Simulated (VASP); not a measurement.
Crystal: CoO.

```xyz
4
Lattice="3.1976 0.0000 0.0000 -1.5988 2.7692 0.0000 0.0000 0.0000 5.2287" Properties=species:S:1:pos:R:3 pbc="T T T"
Co    0.0000    1.8462    2.6319
Co    0.0000    0.0000    0.0182
O     0.0000    1.8462    4.5571
O     0.0000    0.0000    1.9430
```

Base run:

* Program: VASP 6.6.1
* Functional: PBEsol
* Potentials or basis: VASP PAW PBE potentials, release 64 (Co, O)
* Cutoff: 520 eV
* k mesh: 8 × 8 × 5
* Occupations: fermi-dirac, width 0.05 eV
* Spin: collinear spin, ferromagnetic start
* Starting moments: [2.0, 2.0, 0.0, 0.0] μB
* Fixed moment: 4 μB

Its results: pressure -15.3 GPa; site moments Co +1.78; O +0.16 μB; largest force 0.239 eV/Å.

**Question.** The run is repeated on the same cell with these changes: functional from PBEsol to PBE. What comes out?

**Answer.** Pressure -7.4 GPa; site moments Co +1.79; O +0.15 μB; largest force 0.340 eV/Å.

PBE binds less tightly than PBEsol, so the same cell stands under more pressure.

Caveats: the total moment is fixed, so each spin has its own Fermi level; the PAW data sets were made with another functional, which shifts forces and pressure a little (some runs).
